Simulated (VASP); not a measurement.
## TmHOs: single point with PBE

Crystal: TmHOs.

```xyz
3
Lattice="3.3519 0.0000 0.0000 0.0000 3.3519 0.0000 0.0000 0.0000 3.6594" Properties=species:S:1:pos:R:3 pbc="T T T"
Tm    1.6760    1.6760    1.8297
H     0.0000    0.0000    1.8297
Os    0.0000    0.0000    0.0000
```

The cell was built from a structure type or drawn by symmetry, and may not be a known phase.

```yaml
Program: VASP 6.6.1
Task: single point
Functional: PBE
Potentials_or_basis: VASP PAW PBE potentials, release 64 (Tm_3, H, Os), 4f in core
Cutoff: 600 eV
k_mesh: 6 × 6 × 6
Occupations: gaussian, width 0.1 eV
Spin: collinear spin
Starting_moments: "[0.0, 0.0, 1.0] μB"
```

```yaml
Pressure: -0.7 GPa
Band_gap_on_the_k_mesh: zero (filled and empty bands overlap)
Net_moment: 0.00 μB per cell
Valence_electrons_inside_the_program's_atomic_spheres: Tm 8.85; H 0.58; Os 7.20
```

Stress tensor (GPa, compression positive):
```
 2.89  0.00  0.00
 0.00  2.89  0.00
 0.00  0.00 -7.84
```

Levels at points of the mesh, in eV from the Fermi level:
Spin up:
```
           k point  band 6  band 7  band 8  band 9  band 10  band 11  band 12  band 13
(0.00, 0.00, 0.00)   -3.59   -1.17   -1.17   -0.31     2.61     3.44     5.77     6.70
(0.50, 0.00, 0.00)   -2.99   -1.59   -0.80   -0.58     0.66     1.45     1.64     2.13
(0.50, 0.50, 0.00)   -2.77   -2.77    1.06    1.32     1.52     1.52     5.03     6.70
(0.00, 0.00, 0.50)   -2.47   -1.25   -1.25   -1.01     0.11     0.25     3.20     3.20
(0.50, 0.00, 0.50)   -4.39   -2.34   -1.72   -1.07     1.20     1.32     3.29     6.09
(0.50, 0.50, 0.50)   -2.40   -2.11   -0.81   -0.66    -0.66     1.10     3.23     6.97
```
Spin down:
| k point | band 6 | band 7 | band 8 | band 9 | band 10 | band 11 | band 12 | band 13 |
| --- | --- | --- | --- | --- | --- | --- | --- | --- |
| (0.00, 0.00, 0.00) | -3.59 | -1.17 | -1.17 | -0.31 | 2.61 | 3.44 | 5.77 | 6.70 |
| (0.50, 0.00, 0.00) | -2.99 | -1.59 | -0.80 | -0.58 | 0.66 | 1.44 | 1.64 | 2.13 |
| (0.50, 0.50, 0.00) | -2.77 | -2.77 | 1.06 | 1.32 | 1.52 | 1.52 | 5.03 | 6.70 |
| (0.00, 0.00, 0.50) | -2.47 | -1.25 | -1.25 | -1.01 | 0.11 | 0.25 | 3.20 | 3.20 |
| (0.50, 0.00, 0.50) | -4.39 | -2.34 | -1.72 | -1.07 | 1.20 | 1.32 | 3.29 | 6.09 |
| (0.50, 0.50, 0.50) | -2.40 | -2.11 | -0.81 | -0.66 | -0.66 | 1.10 | 3.23 | 6.97 |

Run time: 72 s on 1 thread of Intel(R) Xeon(R) Platinum 8259CL CPU @ 2.50GHz (Skylake/Cascade Lake) (shared host), peak memory 0.23 GiB.

Caveat: the magnetic or orbital state may not be the lowest; spin-orbit coupling is left out, which moves the levels of the heavy elements; the 4f electrons are frozen in the core, so they carry no moment and show no levels.
